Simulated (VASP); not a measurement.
## Ca: relaxation of cell and atoms with r2SCAN

Ca:

```
Ca
1.0
     5.59000    0.00000    0.00000
     0.00000    5.59000    0.00000
     0.00000    0.00000    5.59000
Ca
4
Cartesian
  0.0000 0.0000 0.0000
  0.0000 2.7950 2.7950
  2.7950 0.0000 2.7950
  2.7950 2.7950 0.0000
```

```
Program                : VASP 6.6.1
Task                   : relaxation of cell and atoms
Functional             : r2SCAN
Potentials or basis    : VASP PAW PBE potentials, release 64 (Ca_sv)
Cutoff                 : 600 eV
k mesh                 : 4 × 4 × 4
Occupations            : gaussian, width 0.1 eV
Spin                   : no spin polarisation
Dipole correction      : no
Further INCAR settings : ALGO = Normal; EDIFF = 1e-06; IBRION = 2; EDIFFG = -0.02; NSW = 80; ISIF = 3
```

The pressure after relaxing is 0.0 GPa.

Final structure:
```yaml
crystal:
  lattice:
    - [5.59000, 0.00000, 0.00000]
    - [0.00000, 5.59000, 0.00000]
    - [0.00000, 0.00000, 5.59000]
  atoms:
    - { symbol: Ca, position: [0.00000, 0.00000, 0.00000] }
    - { symbol: Ca, position: [0.00000, 0.50000, 0.50000] }
    - { symbol: Ca, position: [0.50000, 0.00000, 0.50000] }
    - { symbol: Ca, position: [0.50000, 0.50000, 0.00000] }
```

Levels at points of the mesh, in eV from the Fermi level:
```csv
k point,band 16,band 17,band 18,band 19,band 20,band 21,band 22,band 23,band 24
"(0.00, 0.00, 0.00)",-23.80,-4.14,-0.28,-0.28,-0.28,0.87,0.87,0.87,0.98
"(0.50, 0.00, 0.00)",-23.82,-2.75,-2.75,0.36,0.36,0.86,0.86,0.86,0.86
"(0.50, 0.50, 0.00)",-23.81,-1.53,-1.53,-1.53,-1.53,1.20,1.20,1.20,1.20
"(0.50, 0.50, 0.50)",-23.81,-0.84,-0.84,-0.84,-0.84,-0.22,-0.22,-0.22,-0.22
```

Run time: 3.8 min on 1 thread of Intel(R) Xeon(R) Platinum 8259CL CPU @ 2.50GHz (Skylake/Cascade Lake), with other jobs on the host, peak memory 0.36 GiB.

Caveat: the relaxation stopped at its first step, so nothing moved; the highest band is partly filled, so the run has too few bands; the PAW data sets were made with another functional, which shifts forces and pressure a little.
